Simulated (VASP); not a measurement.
# AlN (P6_3mc) in VASP: further runs, part 2 of 4

VASP 6.6.1. The steps go on from the part before.

## 3. Electric field gradients, PBEsol (volume scaled by 0.99)

INCAR reads:

```
  PREC = Accurate
  ENCUT = 520
  EDIFF = 1E-8
  ISMEAR = -1
  SIGMA = 0.03
  LREAL = False
  LASPH = True
  NELM = 60
  ALGO = Normal
  ISIF = 2
  LWAVE = False
  LCHARG = False
  GGA = PS
  LEFG = True
  NBANDS = 16
```

KPOINTS reads:

```
regular mesh
0
Gamma
  10 10 6
```

POSCAR reads:

```
AlN
1.0
    3.1005973844      0.0000000000      0.0000000000
   -1.5502986922      2.6851961018      0.0000000000
    0.0000000000      0.0000000000      4.9613510462
Al N
2 2
Direct
    0.3333333333      0.6666666667      0.0000000000
    0.6666666667      0.3333333333      0.5000000000
    0.3333333333      0.6666666667      0.3850000000
    0.6666666667      0.3333333333      0.8850000000
```

Potentials or basis: VASP PAW PBE potentials, release 64 (Al, N).

On the command line:

```
cat potpaw_PBE.64/Al/POTCAR potpaw_PBE.64/N/POTCAR > POTCAR
mpirun -np 1 vasp_std > vasp.out
```

OUTCAR:

```text
PREC = Accurate
   ENCUT = 520
   EDIFF = 1E-8
   ISMEAR = -1
   LREAL = False
   LASPH = True
   NELM = 60
   ISIF = 2
   GGA = PS

 ion  position               nearest neighbor table
   1  0.333  0.667  0.000-   4 1.88   4 1.88   4 1.88   3 1.91   2 3.06   2 3.06   2 3.06   2 3.06
                             2 3.06   2 3.06
   2  0.667  0.333  0.500-   3 1.88   3 1.88   3 1.88   4 1.91   1 3.06   1 3.06   1 3.06   1 3.06
                             1 3.06   1 3.06
   3  0.333  0.667  0.385-   2 1.88   2 1.88   2 1.88   1 1.91
   4  0.667  0.333  0.885-   1 1.88   1 1.88   1 1.88   2 1.91

  LATTYP: Found a hexagonal cell.
 ALAT       =     3.1005973844
 C/A-ratio  =     1.6001274694

  Lattice vectors:

 A1 = (   3.1005973844,   0.0000000000,   0.0000000000)
 A2 = (  -1.5502986922,   2.6851961018,   0.0000000000)
 A3 = (   0.0000000000,   0.0000000000,   4.9613510462)

Analysis of symmetry for initial positions (statically):
=====================================================================
 Subroutine PRICEL returns:
 Original cell was already a primitive cell.

 Routine SETGRP: Setting up the symmetry group for a
 hexagonal supercell.

 Subroutine GETGRP returns: Found 12 space group operations
 (whereof  6 operations were pure point group operations)
 out of a pool of 24 trial point group operations.

The static configuration has the point symmetry C_3v.
 The point group associated with its full space group is C_6v.

Analysis of symmetry for dynamics (positions and initial velocities):
=====================================================================
 Subroutine PRICEL returns:
 Original cell was already a primitive cell.

 Routine SETGRP: Setting up the symmetry group for a
 hexagonal supercell.
[... 618 lines left out ...]
     15      18.7341      0.00000
     16      21.1022      0.00000

 [... further k-points ...]
[... 5 lines left out ...]
  --------------------------------------------------------------------------------------
  -------------------------------------------------------------------------------------
  Total        0.8755577      0.8755577      0.2930034      0.0000000      0.0000000      0.0000000
  in kB       33.9604952     33.9604952     11.3648014      0.0000000      0.0000000      0.0000000
  external PRESSURE =      26.4285972 kB  Pullay stress =       0.0000000 kB

 VOLUME and BASIS-vectors are now :
 -----------------------------------------------------------------------------
  energy-cutoff  :      520.00
  volume of cell :       41.31
      direct lattice vectors                 reciprocal lattice vectors
     3.100597384  0.000000000  0.000000000     0.322518494  0.186206140  0.000000000
    -1.550298692  2.685196102  0.000000000     0.000000000  0.372412279  0.000000000
     0.000000000  0.000000000  4.961351046     0.000000000  0.000000000  0.201558001

 POSITION                                       TOTAL-FORCE (eV/Angst)
 -----------------------------------------------------------------------------------
     -0.00000      1.79013      0.00000         0.000000     -0.000000      0.178376
      1.55030      0.89507      2.48068        -0.000000      0.000000      0.178376
     -0.00000      1.79013      1.91012        -0.000000      0.000000     -0.178376
      1.55030      0.89507      4.39080         0.000000     -0.000000     -0.178376
 -----------------------------------------------------------------------------------
    total drift:                                0.000000      0.000000     -0.000307

  FREE ENERGIE OF THE ION-ELECTRON SYSTEM (eV)
  ---------------------------------------------------
  free  energy   TOTEN  =       -31.3051546814 eV

  energy  without entropy=      -31.3051546814  energy(sigma->0) =      -31.30515468

 Electric field gradients (V/A^2)
---------------------------------------------------------------------
 ion       V_xx      V_yy      V_zz      V_xy      V_xz      V_yz
---------------------------------------------------------------------
   1      -4.316    -4.316     8.633     0.000    -0.000     0.000
   2      -4.316    -4.316     8.633     0.000     0.000    -0.000
   3      -0.387    -0.387     0.774    -0.000     0.000    -0.000
   4      -0.387    -0.387     0.774    -0.000    -0.000     0.000
---------------------------------------------------------------------

 Electric field gradients after diagonalization (V/A^2)
 (convention: |V_zz| > |V_xx| > |V_yy|)
----------------------------------------------------------------------
 ion       V_xx      V_yy      V_zz     asymmetry (V_yy - V_xx)/ V_zz
----------------------------------------------------------------------
   1      -4.316    -4.316     8.633       0.000
   2      -4.316    -4.316     8.633       0.000
   3      -0.387    -0.387     0.774       0.000
   4      -0.387    -0.387     0.774       0.000
----------------------------------------------------------------------

           NMR quadrupolar parameters

 Cq : quadrupolar parameter    Cq=e*Q*V_zz/h
 eta: asymmetry parameters     (V_yy - V_xx)/ V_zz
 Q  : nuclear electric quadrupole moment in mb (millibarn)
----------------------------------------------------------------------
 ion       Cq(MHz)       eta       Q (mb)
----------------------------------------------------------------------
   1       0.021       0.000       1.000
   2       0.021       0.000       1.000
   3       0.002       0.000       1.000
   4       0.002       0.000       1.000
----------------------------------------------------------------------
```

OSZICAR:

```text
N       E                     dE             d eps       ncg     rms          rms(c)
DAV:   1     0.400488565666E+02    0.40049E+02   -0.73642E+03  1792   0.898E+02
DAV:   2    -0.324115890869E+02   -0.72460E+02   -0.66766E+02  2544   0.190E+02
DAV:   3    -0.357814977200E+02   -0.33699E+01   -0.33629E+01  2184   0.424E+01
DAV:   4    -0.358012036419E+02   -0.19706E-01   -0.19705E-01  2304   0.362E+00
DAV:   5    -0.358014611556E+02   -0.25751E-03   -0.25751E-03  2192   0.417E-01    0.118E+01
DAV:   6    -0.313592030879E+02    0.44423E+01   -0.95609E+00  2152   0.224E+01    0.421E+00
DAV:   7    -0.313423753209E+02    0.16828E-01   -0.62677E-01  1952   0.551E+00    0.291E+00
DAV:   8    -0.313096429359E+02    0.32732E-01   -0.71073E-02  2000   0.225E+00    0.581E-01
DAV:   9    -0.313048747172E+02    0.47682E-02   -0.12393E-02  2392   0.829E-01    0.248E-01
DAV:  10    -0.313052279283E+02   -0.35321E-03   -0.13616E-03  1928   0.241E-01    0.153E-01
DAV:  11    -0.313051560221E+02    0.71906E-04   -0.11511E-04  2128   0.788E-02    0.325E-02
DAV:  12    -0.313051550725E+02    0.94966E-06   -0.52485E-06  2040   0.196E-02    0.472E-03
DAV:  13    -0.313051546359E+02    0.43662E-06   -0.20322E-06  2272   0.106E-02    0.438E-03
DAV:  14    -0.313051546516E+02   -0.15690E-07   -0.16926E-07  2064   0.348E-03    0.121E-03
DAV:  15    -0.313051546825E+02   -0.30939E-07   -0.13160E-08  1440   0.879E-04    0.124E-04
DAV:  16    -0.313051546814E+02    0.10546E-08   -0.85508E-10  1024   0.362E-04
   1 F= -.31305155E+02 E0= -.31305155E+02  d E =-.560519E-11
```

stdout:

```text
POSCAR found type information on POSCAR AlN
 POSCAR found :  2 types and       4 ions
 scaLAPACK will be used
 -----------------------------------------------------------------------------
|                                                                             |
|                                                                             |
|     You enforced a specific xc type in the INCAR file but a different       |
|     I HOPE YOU KNOW WHAT YOU ARE DOING!                                     |
|                                                                             |
 -----------------------------------------------------------------------------

 LDA part: xc-table for (Slater+PW92), standard interpolation
 POSCAR, INCAR and KPOINTS ok, starting setup
 FFT: planning ... GRIDC
 FFT: planning ... GRID_SOFT
 FFT: planning ... GRID
 WAVECAR not read
 entering main loop
ion   1

ion   2

ion   3

ion   4
```

Run time: 30 s. Hardware: 1 thread of Intel Xeon 6975P-C (Granite Rapids), shared host; peak memory 0.16 GiB.

Results:

```yaml
Free_energy: -31.3052 eV
Pressure: 2.6 GPa
Largest_force: 0.178 eV/Å
Band_gap_on_the_k_mesh: 4.18 eV, direct
```

Forces on the atoms (eV/Å):
```
Al   0.000  0.000  0.178
Al   0.000  0.000  0.178
N    0.000  0.000 -0.178
N    0.000  0.000 -0.178
```

Electric field gradients, principal values (V/Å²):
```csv
atom,least,middle,greatest (by size)
1 Al,-4.316,-4.316,8.633
2 Al,-4.316,-4.316,8.633
3 N,-0.387,-0.387,0.774
4 N,-0.387,-0.387,0.774
```

Caveat: without QUAD_EFG the Cq values of the log hold for a quadrupole moment of 1 mb, not for the nuclei; the PAW data sets were made with another functional, which shifts forces and pressure a little.

## 4. Electric field gradients, PBEsol (volume scaled by 0.99)

INCAR reads:

```
SYSTEM = AlN
PREC = Accurate
ENCUT = 520
EDIFF = 1E-8
ISMEAR = -1
SIGMA = 0.03
LREAL = .False.
LASPH = .True.
NELM = 80
ALGO = Normal
ISIF = 2
LWAVE = .False.
LCHARG = .False.
GGA = PS
LEFG = .True.
NBANDS = 16
```

KPOINTS reads:

```
Automatic mesh
0
Gamma
  10 10 6
  0 0 0
```

POSCAR is that of step 3.

Potentials or basis: VASP PAW PBE potentials, release 64 (Al, N).

On the command line:

```
cat potpaw_PBE.64/Al/POTCAR potpaw_PBE.64/N/POTCAR > POTCAR
mpirun -np 1 vasp_std > vasp.out
```

OUTCAR:

```text
SYSTEM = AlN
   PREC = Accurate
   ENCUT = 520
   EDIFF = 1E-8
   ISMEAR = -1
   LREAL = .False.
   LASPH = .True.
   NELM = 80
   ISIF = 2
   GGA = PS

 ion  position               nearest neighbor table
   1  0.333  0.667  0.000-   4 1.88   4 1.88   4 1.88   3 1.91   2 3.06   2 3.06   2 3.06   2 3.06
                             2 3.06   2 3.06
   2  0.667  0.333  0.500-   3 1.88   3 1.88   3 1.88   4 1.91   1 3.06   1 3.06   1 3.06   1 3.06
                             1 3.06   1 3.06
   3  0.333  0.667  0.385-   2 1.88   2 1.88   2 1.88   1 1.91
   4  0.667  0.333  0.885-   1 1.88   1 1.88   1 1.88   2 1.91

  LATTYP: Found a hexagonal cell.
 ALAT       =     3.1005973844
 C/A-ratio  =     1.6001274694

  Lattice vectors:

 A1 = (   3.1005973844,   0.0000000000,   0.0000000000)
 A2 = (  -1.5502986922,   2.6851961018,   0.0000000000)
 A3 = (   0.0000000000,   0.0000000000,   4.9613510462)

Analysis of symmetry for initial positions (statically):
=====================================================================
 Subroutine PRICEL returns:
 Original cell was already a primitive cell.

 Routine SETGRP: Setting up the symmetry group for a
 hexagonal supercell.

 Subroutine GETGRP returns: Found 12 space group operations
 (whereof  6 operations were pure point group operations)
 out of a pool of 24 trial point group operations.

The static configuration has the point symmetry C_3v.
 The point group associated with its full space group is C_6v.

Analysis of symmetry for dynamics (positions and initial velocities):
=====================================================================
 Subroutine PRICEL returns:
 Original cell was already a primitive cell.
[... 612 lines left out ...]
      6       3.8294      2.00000
[... 8 lines left out ...]
     15      18.7341      0.00000
     16      21.1022      0.00000

 [... further k-points ...]
[... 5 lines left out ...]
  --------------------------------------------------------------------------------------
  -------------------------------------------------------------------------------------
  Total        0.8755577      0.8755577      0.2930034      0.0000000      0.0000000      0.0000000
  in kB       33.9604952     33.9604952     11.3648014      0.0000000      0.0000000      0.0000000
  external PRESSURE =      26.4285972 kB  Pullay stress =       0.0000000 kB

 VOLUME and BASIS-vectors are now :
 -----------------------------------------------------------------------------
  energy-cutoff  :      520.00
  volume of cell :       41.31
      direct lattice vectors                 reciprocal lattice vectors
     3.100597384  0.000000000  0.000000000     0.322518494  0.186206140  0.000000000
    -1.550298692  2.685196102  0.000000000     0.000000000  0.372412279  0.000000000
     0.000000000  0.000000000  4.961351046     0.000000000  0.000000000  0.201558001

 POSITION                                       TOTAL-FORCE (eV/Angst)
 -----------------------------------------------------------------------------------
     -0.00000      1.79013      0.00000         0.000000     -0.000000      0.178376
      1.55030      0.89507      2.48068        -0.000000      0.000000      0.178376
     -0.00000      1.79013      1.91012        -0.000000      0.000000     -0.178376
      1.55030      0.89507      4.39080         0.000000     -0.000000     -0.178376
 -----------------------------------------------------------------------------------
    total drift:                                0.000000      0.000000     -0.000307

  FREE ENERGIE OF THE ION-ELECTRON SYSTEM (eV)
  ---------------------------------------------------
  free  energy   TOTEN  =       -31.3051546814 eV

  energy  without entropy=      -31.3051546814  energy(sigma->0) =      -31.30515468

 Electric field gradients (V/A^2)
---------------------------------------------------------------------
 ion       V_xx      V_yy      V_zz      V_xy      V_xz      V_yz
---------------------------------------------------------------------
   1      -4.316    -4.316     8.633     0.000    -0.000     0.000
   2      -4.316    -4.316     8.633     0.000     0.000    -0.000
   3      -0.387    -0.387     0.774    -0.000     0.000    -0.000
   4      -0.387    -0.387     0.774    -0.000    -0.000     0.000
---------------------------------------------------------------------

 Electric field gradients after diagonalization (V/A^2)
 (convention: |V_zz| > |V_xx| > |V_yy|)
----------------------------------------------------------------------
 ion       V_xx      V_yy      V_zz     asymmetry (V_yy - V_xx)/ V_zz
----------------------------------------------------------------------
   1      -4.316    -4.316     8.633       0.000
   2      -4.316    -4.316     8.633       0.000
   3      -0.387    -0.387     0.774       0.000
   4      -0.387    -0.387     0.774       0.000
----------------------------------------------------------------------

           NMR quadrupolar parameters

 Cq : quadrupolar parameter    Cq=e*Q*V_zz/h
 eta: asymmetry parameters     (V_yy - V_xx)/ V_zz
 Q  : nuclear electric quadrupole moment in mb (millibarn)
----------------------------------------------------------------------
 ion       Cq(MHz)       eta       Q (mb)
----------------------------------------------------------------------
   1       0.021       0.000       1.000
   2       0.021       0.000       1.000
   3       0.002       0.000       1.000
   4       0.002       0.000       1.000
----------------------------------------------------------------------
```

stdout:

```text
POSCAR found type information on POSCAR AlN
 POSCAR found :  2 types and       4 ions
 scaLAPACK will be used
 -----------------------------------------------------------------------------
|                                                                             |
|                                                                             |
|     You enforced a specific xc type in the INCAR file but a different       |
|     I HOPE YOU KNOW WHAT YOU ARE DOING!                                     |
|                                                                             |
 -----------------------------------------------------------------------------

 LDA part: xc-table for (Slater+PW92), standard interpolation
 POSCAR, INCAR and KPOINTS ok, starting setup
 FFT: planning ... GRIDC
 FFT: planning ... GRID_SOFT
 FFT: planning ... GRID
 WAVECAR not read
 entering main loop
ion   1

ion   2

ion   3

ion   4
```

Wall time 27 s (1 thread of Intel Xeon 6975P-C (Granite Rapids), shared host); peak memory 0.17 GiB.

What came out:

* Free energy: -31.3052 eV
* Pressure: 2.6 GPa
* Largest force: 0.178 eV/Å
* Band gap on the k mesh: 4.18 eV, direct

Forces in eV/Å, atoms in the order of the input:
```
Al   0.000  0.000  0.178
Al   0.000  0.000  0.178
N    0.000  0.000 -0.178
N    0.000  0.000 -0.178
```

Levels at points of the mesh, in eV from the valence-band top:
```tsv
k point	band 6	band 7	band 8	band 9	band 10	band 11
(0.00, 0.00, 0.00)	-0.30	-0.30	0.00	4.18	6.62	10.58
(0.50, 0.00, 0.00)	-2.20	-1.85	-0.77	5.67	5.68	8.12
(0.00, 0.00, 0.50)	-0.64	-0.64	-0.64	6.45	6.45	10.26
(0.50, 0.00, 0.50)	-1.56	-1.42	-1.42	5.18	5.18	9.13
```

Electric field gradients, principal values (V/Å²):
| atom | least | middle | greatest (by size) |
| --- | --- | --- | --- |
| 1 Al | -4.316 | -4.316 | 8.633 |
| 2 Al | -4.316 | -4.316 | 8.633 |
| 3 N | -0.387 | -0.387 | 0.774 |
| 4 N | -0.387 | -0.387 | 0.774 |

Caveat: without QUAD_EFG the Cq values of the log hold for a quadrupole moment of 1 mb, not for the nuclei; the PAW data sets were made with another functional, which shifts forces and pressure a little.

(Part 2 of 4 ends here.)
